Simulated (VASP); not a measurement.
# Ag3SnSe (Pm-3m) in VASP: a series of runs

Ag3SnSe is run at these levels: PBE; tasks: single point, relaxation of cell and atoms.

Program: VASP 6.6.1. These are calculated values, not measurements. Logs are shortened: lines on timing, memory, paths and dates and some standing lists are left out, and cuts for length are marked.

### 1 The cell of the first run

The structure is cubic, space group Pm-3m (No. 221). Conventional cell: a = 4.938 Å, b = 4.938 Å, c = 4.938 Å, α = 90.00°, β = 90.00°, γ = 90.00°. Within 3.3 Å of Ag (site symmetry 4/mmm) lie 2 Se at 2.47 Å. Sn (site symmetry m-3m) has 12 Ag at 3.49 Å and 8 Se at 4.28 Å within 4.6 Å. Within 3.3 Å of Se (site symmetry m-3m) lie 6 Ag at 2.47 Å.

### 2 Single point, PBE

INCAR reads:

```
SYSTEM = Ag3SnSe
PREC = Accurate
ENCUT = 520
EDIFF = 1E-6
ISMEAR = 0
SIGMA = 0.1
LREAL = .False.
LASPH = .True.
NELM = 60
ALGO = Normal
ISIF = 2
LWAVE = .False.
LCHARG = .True.
GGA = PE
LELF = .True.
LVHAR = .True.
NBANDS = 34
```

KPOINTS reads:

```
regular mesh
0
Gamma
  4 4 4
  0 0 0
```

POSCAR reads:

```
Ag3SnSe
1.0
    4.9381304200      0.0000000000      0.0000000000
    0.0000000000      4.9381304200      0.0000000000
    0.0000000000      0.0000000000      4.9381304200
Ag Sn Se
3 1 1
Direct
    0.5000000000      0.0000000000      0.0000000000
    0.0000000000      0.5000000000      0.0000000000
    0.0000000000      0.0000000000      0.5000000000
    0.5000000000      0.5000000000      0.5000000000
    0.0000000000      0.0000000000      0.0000000000
```

Potentials or basis: VASP PAW PBE potentials, release 64 (Ag, Sn_d, Se).

The run is started by

```sh
$ cat potpaw_PBE.64/Ag/POTCAR potpaw_PBE.64/Sn_d/POTCAR potpaw_PBE.64/Se/POTCAR > POTCAR
$ mpirun -np 1 vasp_std > vasp.out
```

OUTCAR:

```text
SYSTEM = Ag3SnSe
   PREC = Accurate
   ENCUT = 520
   EDIFF = 1E-6
   ISMEAR = 0
   LREAL = .False.
   LASPH = .True.
   NELM = 60
   ISIF = 2
   GGA = PE

 ion  position               nearest neighbor table
   1  0.500  0.000  0.000-   5 2.47   5 2.47   4 3.49   2 3.49   3 3.49   4 3.49   2 3.49   4 3.49
                             4 3.49   2 3.49   3 3.49   3 3.49   3 3.49   2 3.49
   2  0.000  0.500  0.000-   5 2.47   5 2.47   4 3.49   1 3.49   3 3.49   4 3.49   1 3.49   3 3.49
                             3 3.49   3 3.49   1 3.49   4 3.49   4 3.49   1 3.49
   3  0.000  0.000  0.500-   5 2.47   5 2.47   4 3.49   1 3.49   1 3.49   2 3.49   2 3.49   2 3.49
                             4 3.49   2 3.49   1 3.49   4 3.49   1 3.49   4 3.49
   4  0.500  0.500  0.500-   1 3.49   2 3.49   3 3.49   1 3.49   2 3.49   1 3.49   3 3.49   1 3.49
                             2 3.49   3 3.49   2 3.49   3 3.49
   5  0.000  0.000  0.000-   1 2.47   2 2.47   3 2.47   3 2.47   2 2.47   1 2.47

  LATTYP: Found a simple cubic cell.
 ALAT       =     4.9381304200

  Lattice vectors:

 A1 = (   4.9381304200,   0.0000000000,   0.0000000000)
 A2 = (   0.0000000000,   4.9381304200,   0.0000000000)
 A3 = (   0.0000000000,   0.0000000000,   4.9381304200)

Analysis of symmetry for initial positions (statically):
=====================================================================
 Subroutine PRICEL returns:
 Original cell was already a primitive cell.

 Routine SETGRP: Setting up the symmetry group for a
 simple cubic supercell.

 Subroutine GETGRP returns: Found 48 space group operations
 (whereof 48 operations were pure point group operations)
 out of a pool of 48 trial point group operations.

The static configuration has the point symmetry O_h .

Analysis of symmetry for dynamics (positions and initial velocities):
=====================================================================
 Subroutine PRICEL returns:
 Original cell was already a primitive cell.

 Routine SETGRP: Setting up the symmetry group for a
 simple cubic supercell.

 Subroutine GETGRP returns: Found 48 space group operations
 (whereof 48 operations were pure point group operations)
 out of a pool of 48 trial point group operations.

The dynamic configuration has the point symmetry O_h .

 Subroutine INISYM returns: Found 48 space group operations
 (whereof 48 operations are pure point group operations),
 and found     1 'primitive' translations

----------------------------------------------------------------------------------------

                                     Primitive cell

  volume of cell :     120.4170

  direct lattice vectors                    reciprocal lattice vectors
     4.938130420  0.000000000  0.000000000     0.202505790  0.000000000  0.000000000
     0.000000000  4.938130420  0.000000000     0.000000000  0.202505790  0.000000000
     0.000000000  0.000000000  4.938130420     0.000000000  0.000000000  0.202505790

  length of vectors
     4.938130420  4.938130420  4.938130420     0.202505790  0.202505790  0.202505790

  position of ions in fractional coordinates (direct lattice)
     0.500000000  0.000000000  0.000000000
     0.000000000  0.500000000  0.000000000
     0.000000000  0.000000000  0.500000000
     0.500000000  0.500000000  0.500000000
     0.000000000  0.000000000  0.000000000

  ion indices of the primitive-cell ions
   primitive index   ion index
                 1           1
                 2           2
                 3           3
                 4           4
                 5           5

----------------------------------------------------------------------------------------

 KPOINTS: regular mesh

Automatic generation of k-mesh.
 Grid dimensions read from file:
 generate k-points for:    4    4    4

 Generating k-lattice:

  Cartesian coordinates                     Fractional coordinates (reciprocal lattice)
     0.050626447  0.000000000  0.000000000     0.250000000  0.000000000  0.000000000
     0.000000000  0.050626447  0.000000000     0.000000000  0.250000000  0.000000000
     0.000000000  0.000000000  0.050626447     0.000000000  0.000000000  0.250000000

  Length of vectors
     0.050626447  0.050626447  0.050626447

  Shift w.r.t. Gamma in fractional coordinates (k-lattice)
     0.000000000  0.000000000  0.000000000

 Subroutine IBZKPT returns following result:
 ===========================================

 Found     10 irreducible k-points:

 Following reciprocal coordinates:
            Coordinates               Weight
  0.000000  0.000000  0.000000      1.000000
  0.250000  0.000000  0.000000      6.000000
  0.500000  0.000000  0.000000      3.000000
  0.250000  0.250000  0.000000     12.000000
  0.500000  0.250000  0.000000     12.000000
  0.500000  0.500000  0.000000      3.000000
  0.250000  0.250000  0.250000      8.000000
  0.500000  0.250000  0.250000     12.000000
  0.500000  0.500000  0.250000      6.000000
[... 77 lines left out ...]
      1     -15.6777      2.00000
      2     -15.6777      2.00000
      3     -15.6777      2.00000
      4     -15.6760      2.00000
      5     -15.6760      2.00000
      6      -9.1669      2.00000
[... 26 lines left out ...]
     33      12.3426      0.00000
     34      12.3426      0.00000

 k-point     2 :       0.2500    0.0000    0.0000
  band No.  band energies     occupation
      1     -15.6778      2.00000
      2     -15.6778      2.00000
      3     -15.6776      2.00000
      4     -15.6759      2.00000
      5     -15.6748      2.00000
      6      -9.0455      2.00000
[... 26 lines left out ...]
     33      11.3165      0.00000
     34      11.3165      0.00000

 k-point     3 :       0.5000    0.0000    0.0000
  band No.  band energies     occupation
      1     -15.6779      2.00000
      2     -15.6779      2.00000
      3     -15.6776      2.00000
      4     -15.6758      2.00000
      5     -15.6736      2.00000
      6      -8.9141      2.00000
[... 26 lines left out ...]
     33      10.9149      0.00000
     34      11.1064      0.00000

 k-point     4 :       0.2500    0.2500    0.0000
  band No.  band energies     occupation
      1     -15.6781      2.00000
      2     -15.6778      2.00000
      3     -15.6777      2.00000
      4     -15.6753      2.00000
      5     -15.6742      2.00000
      6      -8.9212      2.00000
[... 26 lines left out ...]
     33      11.2425      0.00000
     34      11.3184      0.00000

 k-point     5 :       0.5000    0.2500    0.0000
  band No.  band energies     occupation
      1     -15.6784      2.00000
      2     -15.6779      2.00000
      3     -15.6777      2.00000
      4     -15.6751      2.00000
      5     -15.6732      2.00000
      6      -8.7863      2.00000
[... 26 lines left out ...]
     33      10.8996      0.00000
     34      11.5783      0.00000

 k-point     6 :       0.5000    0.5000    0.0000
  band No.  band energies     occupation
      1     -15.6789      2.00000
      2     -15.6778      2.00000
      3     -15.6778      2.00000
      4     -15.6747      2.00000
      5     -15.6724      2.00000
      6      -8.6471      2.00000
[... 26 lines left out ...]
     33      12.5816      0.00000
     34      12.5851      0.00000

 k-point     7 :       0.2500    0.2500    0.2500
  band No.  band energies     occupation
      1     -15.6781      2.00000
      2     -15.6781      2.00000
      3     -15.6781      2.00000
      4     -15.6742      2.00000
      5     -15.6742      2.00000
      6      -8.7936      2.00000
[... 26 lines left out ...]
     33      10.8303      0.00000
     34      10.8303      0.00000

 k-point     8 :       0.5000    0.2500    0.2500
  band No.  band energies     occupation
      1     -15.6784      2.00000
      2     -15.6784      2.00000
      3     -15.6780      2.00000
      4     -15.6741      2.00000
      5     -15.6730      2.00000
      6      -8.6547      2.00000
[... 26 lines left out ...]
     33      11.9536      0.00000
     34      12.6393      0.00000

 k-point     9 :       0.5000    0.5000    0.2500
  band No.  band energies     occupation
      1     -15.6788      2.00000
      2     -15.6783      2.00000
      3     -15.6783      2.00000
      4     -15.6736      2.00000
      5     -15.6724      2.00000
      6      -8.5110      2.00000
[... 26 lines left out ...]
     33      12.6683      0.00000
     34      13.2050      0.00000

 k-point    10 :       0.5000    0.5000    0.5000
  band No.  band energies     occupation
      1     -15.6788      2.00000
      2     -15.6788      2.00000
      3     -15.6788      2.00000
      4     -15.6725      2.00000
      5     -15.6725      2.00000
      6      -8.3616      2.00000
[... 26 lines left out ...]
     33      12.4592      0.00000
     34      12.4592      0.00000

------------------------ aborting loop because EDIFF is reached ----------------------------------------

  FORCE on cell =-STRESS in cart. coord.  units (eV):
  Direction    XX          YY          ZZ          XY          YZ          ZX
  --------------------------------------------------------------------------------------
  -------------------------------------------------------------------------------------
  Total        3.2774843      3.2774843      3.2774843      0.0000000     -0.0000000      0.0000000
  in kB       43.6077356     43.6077356     43.6077356      0.0000000     -0.0000000      0.0000000
  external PRESSURE =      43.6077356 kB  Pullay stress =       0.0000000 kB

 VOLUME and BASIS-vectors are now :
 -----------------------------------------------------------------------------
  energy-cutoff  :      520.00
  volume of cell :      120.42
      direct lattice vectors                 reciprocal lattice vectors
     4.938130420  0.000000000  0.000000000     0.202505790  0.000000000  0.000000000
     0.000000000  4.938130420  0.000000000     0.000000000  0.202505790  0.000000000
     0.000000000  0.000000000  4.938130420     0.000000000  0.000000000  0.202505790

 POSITION                                       TOTAL-FORCE (eV/Angst)
 -----------------------------------------------------------------------------------
      2.46907      0.00000      0.00000         0.000000      0.000000      0.000000
      0.00000      2.46907      0.00000         0.000000      0.000000      0.000000
      0.00000      0.00000      2.46907         0.000000      0.000000      0.000000
      2.46907      2.46907      2.46907         0.000000      0.000000      0.000000
      0.00000      0.00000      0.00000         0.000000      0.000000      0.000000
 -----------------------------------------------------------------------------------
    total drift:                               -0.000000      0.000000     -0.000000

  FREE ENERGIE OF THE ION-ELECTRON SYSTEM (eV)
  ---------------------------------------------------
  free  energy   TOTEN  =       -13.5656934582 eV

  energy  without entropy=      -13.5611467352  energy(sigma->0) =      -13.56342010
```

It took 30 s on 1 thread of Intel Xeon Platinum 8124M at 3.00GHz (Skylake/Cascade Lake), shared host; peak memory 0.26 GiB.

Results:

| Property | Result |
| --- | --- |
| Free energy | -13.5657 eV |
| Pressure | 4.4 GPa |

Caveat: spin-orbit coupling is left out, which moves the levels of the heavy elements.

### 3 Single point, PBE

This run uses another cell than the first one, of 25.82 Å³/atom, 1.072 times its volume.

INCAR reads:

```
PREC = Accurate ; ENCUT = 520
EDIFF = 1E-6 ; ISMEAR = 0
SIGMA = 0.1 ; LREAL = False
LASPH = True ; NELM = 100
ALGO = Normal ; ISIF = 2
LWAVE = False ; LCHARG = False
GGA = PE ; NBANDS = 34
```

KPOINTS reads:

```
regular mesh
0
Gamma
  4 4 4
```

Changes to POSCAR since step 2:

```diff
@@ -2,5 +2,5 @@
 1.0
-    4.9381304200      0.0000000000      0.0000000000
-    0.0000000000      4.9381304200      0.0000000000
-    0.0000000000      0.0000000000      4.9381304200
+    5.0538433559      0.0000000000      0.0000000000
+    0.0000000000      5.0538433559      0.0000000000
+    0.0000000000      0.0000000000      5.0538433559
 Ag Sn Se
```

Potentials or basis: VASP PAW PBE potentials, release 64 (Ag, Sn_d, Se).

The run is started by

```sh
$ cat potpaw_PBE.64/Ag/POTCAR potpaw_PBE.64/Sn_d/POTCAR potpaw_PBE.64/Se/POTCAR > POTCAR
$ mpirun -np 1 vasp_std > vasp.out
```

Wall time 29 s (1 thread of Intel Xeon Platinum 8124M at 3.00GHz (Skylake/Cascade Lake), shared host); peak memory 0.26 GiB.

The run converged. Its results:

- Free energy: -13.6884 eV
- Pressure: 0.4 GPa

Levels at points of the mesh, in eV from the Fermi level:
| k point | band 22 | band 23 | band 24 | band 25 | band 26 | band 27 | band 28 | band 29 | band 30 | band 31 |
| --- | --- | --- | --- | --- | --- | --- | --- | --- | --- | --- |
| (0.00, 0.00, 0.00) | -4.07 | -4.07 | -3.97 | -3.43 | 0.27 | 0.27 | 0.27 | 0.54 | 0.82 | 0.82 |
| (0.50, 0.00, 0.00) | -4.07 | -3.04 | -3.04 | -2.62 | -1.93 | 0.51 | 0.51 | 1.27 | 3.41 | 4.26 |
| (0.50, 0.50, 0.00) | -4.12 | -3.26 | -3.26 | -2.39 | -0.05 | 0.68 | 0.68 | 1.36 | 1.78 | 3.61 |
| (0.50, 0.50, 0.50) | -3.88 | -2.21 | -2.21 | -2.21 | -1.92 | -1.92 | -1.92 | 4.65 | 4.65 | 4.65 |

Caveat: spin-orbit coupling is left out, which moves the levels of the heavy elements.

### 4 Single point, PBE

This run uses another cell than the first one, of 26.17 Å³/atom, 1.086 times its volume.

INCAR reads:

```
  ALGO = Normal
  EDIFF = 1E-6
  ENCUT = 520
  GGA = PE
  ISIF = 2
  ISMEAR = 0
  LASPH = True
  LCHARG = False
  LREAL = False
  LWAVE = False
  NBANDS = 34
  NELM = 60
  PREC = Accurate
  SIGMA = 0.1
```

KPOINTS reads:

```
k-points
0
Gamma
  8 8 8
```

Changes to POSCAR since step 3:

```diff
@@ -2,5 +2,5 @@
 1.0
-    5.0538433559      0.0000000000      0.0000000000
-    0.0000000000      5.0538433559      0.0000000000
-    0.0000000000      0.0000000000      5.0538433559
+    5.0765442000      0.0000000000      0.0000000000
+    0.0000000000      5.0765442000      0.0000000000
+    0.0000000000      0.0000000000      5.0765442000
 Ag Sn Se
```

The run is started by

```sh
$ cat potpaw_PBE.64/Ag/POTCAR potpaw_PBE.64/Sn_d/POTCAR potpaw_PBE.64/Se/POTCAR > POTCAR
$ mpirun -np 1 vasp_std > vasp.out
```

Run time: 88 s. Hardware: 1 thread of Intel Xeon Platinum 8124M at 3.00GHz (Skylake/Cascade Lake), shared host; peak memory 0.34 GiB.

It converged, with:

```
Free energy : -13.6329 eV
Pressure    : 0.0 GPa
```

Levels at points of the mesh, in eV from the Fermi level:
| k point | band 24 | band 25 | band 26 | band 27 | band 28 | band 29 |
| --- | --- | --- | --- | --- | --- | --- |
| (0.00, 0.00, 0.00) | -3.96 | -3.44 | 0.27 | 0.27 | 0.27 | 0.48 |
| (0.50, 0.00, 0.00) | -3.02 | -2.62 | -1.93 | 0.51 | 0.51 | 1.25 |
| (0.50, 0.50, 0.00) | -3.24 | -2.38 | -0.05 | 0.66 | 0.66 | 1.34 |
| (0.50, 0.50, 0.50) | -2.21 | -2.21 | -1.88 | -1.88 | -1.88 | 4.58 |

Caveat: spin-orbit coupling is left out, which moves the levels of the heavy elements.

### 5 Relaxation of cell and atoms, PBE

INCAR reads:

```
SYSTEM = Ag3SnSe
PREC     = Accurate       ! precision mode
ENCUT    = 600            ! plane-wave cutoff, eV
EDIFF    = 1E-6           ! SCF threshold, eV
ISMEAR   = 0              ! smearing method
SIGMA    = 0.1            ! smearing width, eV
LREAL    = .FALSE.        ! projectors in reciprocal space
LASPH    = .TRUE.         ! aspherical terms in the spheres
NELM     = 60             ! most SCF steps
ALGO     = Normal         ! electronic algorithm
ISIF     = 3              ! what is computed and relaxed
LWAVE    = .FALSE.        ! write WAVECAR
LCHARG   = .FALSE.        ! write CHGCAR
GGA      = PE             ! functional
IBRION   = 2              ! ionic algorithm
NSW      = 90             ! ionic steps
EDIFFG   = -0.04          ! ionic threshold
```

KPOINTS reads:

```
Automatic mesh
0
G
  4 4 4
  0 0 0
```

Changes to POSCAR since step 4:

```diff
@@ -2,5 +2,5 @@
 1.0
-    5.0765442000      0.0000000000      0.0000000000
-    0.0000000000      5.0765442000      0.0000000000
-    0.0000000000      0.0000000000      5.0765442000
+    4.9381304200      0.0000000000      0.0000000000
+    0.0000000000      4.9381304200      0.0000000000
+    0.0000000000      0.0000000000      4.9381304200
 Ag Sn Se
```

The run is started by

```sh
$ cat potpaw_PBE.64/Ag/POTCAR potpaw_PBE.64/Sn_d/POTCAR potpaw_PBE.64/Se/POTCAR > POTCAR
$ mpirun -np 1 vasp_std > vasp.out
```

It took 92 s on 1 thread of Intel Xeon Platinum 8124M at 3.00GHz (Skylake/Cascade Lake), shared host; peak memory 0.27 GiB.

The run converged. Its results:

```yaml
Free_energy: -13.6861 eV
Relaxed_volume: 26.00 Å³/atom
Relaxed_cell: a = 5.066 Å, b = 5.066 Å, c = 5.066 Å, α = 90.00°, β = 90.00°, γ = 90.00°
Space_group_after_relaxing_to_0.05_Å: Pm-3m (No. 221)
Energy_gained_by_relaxing: 24.2 meV/atom
Ionic_steps: 3
Pressure_after_relaxing: 0.0 GPa
```

Step by step:
```csv
step,energy change (eV),largest force (eV/Å),pressure (GPa),volume (Å³)
1,0.0000,0.0000,4.37,120.42
2,-0.1158,0.0000,-0.75,132.22
3,-0.1209,0.0000,0.02,129.99
```

Final structure:
```xyz
5
Lattice="5.0656 0.0000 0.0000 0.0000 5.0656 0.0000 0.0000 0.0000 5.0656" Properties=species:S:1:pos:R:3 pbc="T T T"
Ag    2.5328    0.0000    0.0000
Ag    0.0000    2.5328    0.0000
Ag    0.0000    0.0000    2.5328
Sn    2.5328    2.5328    2.5328
Se    0.0000    0.0000    0.0000
```

Levels at points of the mesh, in eV from the Fermi level:
```tsv
k point	band 23	band 24	band 25	band 26	band 27	band 28	band 29	band 30
(0.00, 0.00, 0.00)	-4.05	-3.96	-3.43	0.27	0.27	0.27	0.51	0.82
(0.50, 0.00, 0.00)	-3.02	-3.02	-2.61	-1.92	0.51	0.51	1.26	3.42
(0.50, 0.50, 0.00)	-3.25	-3.25	-2.38	-0.05	0.67	0.67	1.35	1.79
(0.50, 0.50, 0.50)	-2.20	-2.20	-2.20	-1.89	-1.89	-1.89	4.62	4.62
```

Caveat: spin-orbit coupling is left out, which moves the levels of the heavy elements.

### 6 Overview

| task | cell | k mesh | cutoff (eV) | gap on the mesh (eV) | pressure (GPa) |
| --- | --- | --- | --- | --- | --- |
| single point | a = 4.938 Å, 5 atoms | 4 × 4 × 4 | 520 | none | 4.4 |
| single point | a = 5.054 Å, 5 atoms | 4 × 4 × 4 | 520 | none | 0.4 |
| single point | a = 5.077 Å, 5 atoms | 8 × 8 × 8 | 520 | none | 0.0 |
| relaxation of cell and atoms | relaxed from a = 4.938 Å, 5 atoms | 4 × 4 × 4 | 600 | none | 0.0 |

Alike in all rows: level PBE; potentials or basis VASP PAW PBE potentials, release 64 (Ag, Sn_d, Se); no spin polarisation; smearing gaussian 0.1 eV.

Caveats: spin-orbit coupling is left out, which moves the levels of the heavy elements.

Absolute energies hang on the potentials; compare differences alone.
